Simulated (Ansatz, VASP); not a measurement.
# TiCo: VASP beside Ansatz

Contents of INCAR:

```
SYSTEM = TiCo
ALGO = Normal ; EDIFF = 1E-7
ENCUT = 520 ; GGA = PE
ISIF = 2 ; ISMEAR = -1
ISPIN = 2 ; LASPH = .TRUE.
LCHARG = .FALSE. ; LMAXMIX = 4
LORBIT = 11 ; LREAL = .FALSE.
LWAVE = .FALSE. ; MAGMOM = 1 2
NBANDS = 22 ; NELM = 150
PREC = Accurate ; SIGMA = 0.03
```

The input KPOINTS:

```
k-points
0
G
  13 13 13
  0 0 0
```

POSCAR

```
TiCo
1.0
    2.9861109900      0.0000000000      0.0000000000
    0.0000000000      2.9861109900      0.0000000000
    0.0000000000      0.0000000000      2.9861109900
Ti Co
1 1
Direct
    0.0000000000      0.0000000000      0.0000000000
    0.5000000000      0.5000000000      0.5000000000
```

Input for Ansatz:

```yaml
crystal:
  lattice:
    - [2.98611099, 0.0, 0.0]
    - [0.0, 2.98611099, 0.0]
    - [0.0, 0.0, 2.98611099]
  atoms:
    - { symbol: Ti, position: [0.0, 0.0, 0.0], spin: 1.0 }
    - { symbol: Co, position: [0.5, 0.5, 0.5], spin: 2.0 }
magnetization:
  spin_polarized: true
kpoints:
  mp_grid: { grid: [13, 13, 13] }
scf:
  occupations: { method: fermi_dirac, width: 0.03 }
  lower_state_search: "off"
hamiltonian:
  xc: pbe
  pseudopotentials: { kind: paw }
output:
  forces: true
  stress: true
  eigenvalues: true
  populations: true
  write_density: true
  write_potential: true
  elf: true
  volumetric_format: npy
```

Alike in both runs: task single point; functional PBE; k mesh 13 × 13 × 13; occupations fermi-dirac, width 0.03 eV; collinear spin.

|  | VASP | Ansatz |
| --- | --- | --- |
| version | VASP 6.6.1 | Ansatz 0.2.0 |
| potentials or method | VASP PAW PBE potentials, release 64 (Ti_sv, Co) | PAW with Ansatz's default frozen-core files, scalar-relativistic |
| plane-wave cutoff (eV) | 520 | 420 |
| valence electrons in the cell | 21 | 29 |

```tsv
	VASP	Ansatz	Ansatz less VASP
pressure (GPa)	-0.5	-0.1	+0.43
net moment per atom (μB)	0.44	0.44	0.000
size of the moment on the site where the two differ most (μB)	0.96	0.99	+0.028
```

Site moments also hang on the region over which each program counts them. The functional is the same, so the differences come from potentials, cutoffs and numerics. VASP's potentials hold 21 valence electrons a cell and Ansatz's 29, so a difference there can come from the potentials and not from the codes.
